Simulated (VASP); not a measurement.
Runs of VASP 6.6.1 on Te. The structure is that of space group R-3m (No. 166), or close to it. The cells are those of the table. 

```tsv
level	cell	k mesh	smearing	grid for exact exchange (PRECFOCK)	share of exact exchange	screening parameter	gap on the mesh (eV)	pressure (GPa)
r2SCAN	a = 3.147, b = 3.116, c = 3.188 Å, angles 92.6, 92.6, 93.2°, 1 atom	14 × 14 × 14	methfessel-paxton 0.1 eV	-	-	-	none	2.0
HSE06	a = 3.154 Å, angles 94.0°, 1 atom	6 × 6 × 6	fermi-dirac 0.05 eV	Normal	0.25	0.2079 1/Å	none	(a)
PBEsol	a = 3.154 Å, angles 94.0°, 1 atom	6 × 6 × 6	fermi-dirac 0.05 eV	-	-	-	none	-0.6
PBE0	a = 3.154 Å, angles 94.0°, 1 atom	6 × 6 × 6	fermi-dirac 0.05 eV	Normal	0.25	-	none	-1.2
```

Alike in all rows: task single point; potentials or basis VASP PAW PBE potentials, release 64 (Te); no spin polarisation; cutoff (eV) 520.

**Question.** Estimate the missing entries.

**Answer.** (a) -0.9.

Caveats: the PAW data sets were made with another functional, which shifts forces and pressure a little; spin-orbit coupling is left out, which moves the levels of the heavy elements.

A k mesh can miss the band edges, and the runs leave out spin-orbit coupling on Te.

A gap of «none» marks levels without a gap at the run's occupations.
